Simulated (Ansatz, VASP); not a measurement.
# Pd2F in VASP and in Ansatz

```
Pd F
1.0
     4.37916    0.00000    0.00000
    -2.18958    3.79247    0.00000
     0.00000    0.00000    2.65390
Pd F
2 1
Direct
  0.33333 0.66667 0.50000
  0.66667 0.33333 0.50000
  0.00000 0.00000 0.00000
```

Alike in both runs: functional PBE; k mesh 12 × 12 × 18; occupations gaussian, width 0.1 eV; no spin polarisation.

Ansatz relaxed the structure, and its values are those at the end. VASP's run is a single point on that final structure, the one shown.

```csv
,VASP,Ansatz
version,VASP 6.6.1,Ansatz 0.2.0
potentials or method,"VASP PAW PBE potentials, release 64 (Pd, F), cutoff 520 eV","scalar-relativistic, plane waves, PAW"
valence electrons in the cell,27,43
```

```tsv
	VASP	Ansatz	Ansatz less VASP
gap on the k mesh at the Fermi level (eV)	none	none	-
pressure (GPa)	-0.4	0.0	+0.37
```

A gap of «none» marks a metal or a gap that the smearing closes. The functional is the same, so the differences come from potentials, cutoffs and numerics. VASP's potentials hold 27 valence electrons a cell and Ansatz's 43, so a difference there can come from the potentials and not from the codes.
